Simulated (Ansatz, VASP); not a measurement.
# Two plane-wave programs on CdH6

The input INCAR:

```
ALGO = Normal ; EDIFF = 1E-6
EDIFFG = -0.04 ; ENCUT = 600
GGA = PE ; IBRION = 2
ISIF = 3 ; ISMEAR = 0
LASPH = True ; LCHARG = False
LREAL = False ; LWAVE = False
NELM = 60 ; NSW = 90
PREC = Accurate ; SIGMA = 0.1
```

Contents of KPOINTS:

```
k-points
0
Gamma
  4 4 6
```

File POSCAR:

```
CdH6
1.0
    4.5321884600      0.0000000000      0.0000000000
    0.0000000000      4.5321884600      0.0000000000
    0.0000000000      0.0000000000      3.5596926900
Cd H
1 6
Direct
    0.0000000000      0.0000000000      0.9633807600
    0.2258818100      0.2258818100      0.4512058400
    0.7741181900      0.7741181900      0.4512058400
    0.7741181900      0.2258818100      0.4512058400
    0.2258818100      0.7741181900      0.4512058400
    0.5000000000      0.0000000000      0.0084999200
    0.0000000000      0.5000000000      0.0084999200
```

Input for Ansatz:

```yaml
crystal:
  lattice:
    - [4.53218846, 0.0, 0.0]
    - [0.0, 4.53218846, 0.0]
    - [0.0, 0.0, 3.55969269]
  atoms:
    - { symbol: Cd, position: [0.0, 0.0, 0.96338076] }
    - { symbol: H, position: [0.22588181, 0.22588181, 0.45120584] }
    - { symbol: H, position: [0.77411819, 0.77411819, 0.45120584] }
    - { symbol: H, position: [0.77411819, 0.22588181, 0.45120584] }
    - { symbol: H, position: [0.22588181, 0.77411819, 0.45120584] }
    - { symbol: H, position: [0.5, 0.0, 0.00849992] }
    - { symbol: H, position: [0.0, 0.5, 0.00849992] }
basis:
  ecutwfc: 420
kpoints:
  mp_grid: { grid: [4, 4, 6] }
hamiltonian:
  xc: pbe
scf:
  occupations: { method: gaussian, width: 0.1 }
  lower_state_search: "off"
output:
  forces: true
  stress: true
  eigenvalues: true
relax:
  adjacent_minimum: "off"
  f_tol: 0.04
  max_steps: 70
  cell: { stress_tol: 0.4 }
```

Alike in both runs: task relaxation of cell and atoms; functional PBE; k mesh 4 × 4 × 6; occupations gaussian, width 0.1 eV; no spin polarisation.

```csv
,VASP,Ansatz
version,VASP 6.6.1,Ansatz 0.2.0
potentials or method,"VASP PAW PBE potentials, release 64 (Cd, H), cutoff 600 eV","scalar-relativistic, plane waves, PAW"
valence electrons in the cell,18,26
```

VASP gave:

| Property | Result |
| --- | --- |
| gap on the k mesh at the Fermi level, each at its own relaxed structure (eV) | none |
| relaxed volume (Å³/atom) | 7.18 |
| relaxed cell length with the largest relative difference (Å) | 4.396 |

Question: Estimate Ansatz's values.

Answer: gap on the k mesh at the Fermi level, each at its own relaxed structure (eV): none; relaxed volume (Å³/atom): 9.30; relaxed cell length with the largest relative difference (Å): 5.155.

A gap of «none» marks a metal or a gap that the smearing closes. One of these differences is far larger than is usual between the two programs; its cause wasn't traced. VASP's potentials hold 18 valence electrons a cell and Ansatz's 26, so a difference there can come from the potentials and not from the codes.

Noted on VASP's run: the volume moved by over 15 % at a fixed basis, so the end points are rough.
